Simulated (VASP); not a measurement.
CsSc:

```
Cs Sc
1.0
     5.55523    0.00000    0.00000
     0.00000    3.64779    0.00000
     0.00000    0.00000   10.79237
Cs Sc
2 2
Direct
  0.75000 0.00000 0.69440
  0.25000 0.00000 0.30560
  0.75000 0.50000 0.03639
  0.25000 0.50000 0.96361
```

```yaml
Program: VASP 6.6.1
Task: relaxation of cell and atoms
Functional: PBE
Potentials_or_basis: VASP PAW PBE potentials, release 64 (Cs_sv, Sc_sv)
Cutoff: 600 eV
k_mesh: 4 × 6 × 2
Occupations: gaussian, width 0.1 eV
Spin: no spin polarisation
```

At the start: pressure 0.2 GPa; volume 54.68 Å³/atom.

How do energy, volume and symmetry change on relaxing?

Over 13 steps the energy falls by 2.5 meV/atom and the volume is 55.90 Å³/atom (+2.2 %); space group Pmma (No. 51, to 0.1 Å) before and after.

Step by step:
| step | energy change (eV) | largest force (eV/Å) | pressure (GPa) | volume (Å³) |
| --- | --- | --- | --- | --- |
| 1 | 0.0000 | 0.0770 | 0.19 | 218.70 |
| 2 | -0.0048 | 0.0444 | 0.04 | 220.77 |
| 3 | -0.0065 | 0.0225 | -0.01 | 222.04 |
| 4 | -0.0071 | 0.0547 | -0.24 | 224.58 |
| 5 | -0.0071 | 0.0315 | 0.01 | 222.78 |
| 6 | -0.0073 | 0.0453 | -0.08 | 223.68 |
| 7 | -0.0073 | 0.0407 | -0.04 | 223.51 |
| 8 | -0.0080 | 0.0414 | -0.02 | 223.02 |
| 9 | -0.0084 | 0.0417 | 0.01 | 222.56 |
| 10 | -0.0083 | 0.0417 | 0.07 | 221.65 |
| 11 | -0.0085 | 0.0432 | 0.03 | 222.24 |
| 12 | -0.0089 | 0.0418 | 0.03 | 222.58 |
| 13 | -0.0101 | 0.0392 | 0.00 | 223.58 |

Final structure:
```
CELL_PARAMETERS angstrom
5.52647 0.00000 0.00000
0.00000 3.63684 0.00000
0.00000 0.00000 11.12408
ATOMIC_POSITIONS crystal
Cs 0.75000 0.00000 0.69634
Cs 0.25000 0.00000 0.30366
Sc 0.75000 0.50000 0.03708
Sc 0.25000 0.50000 0.96292
```
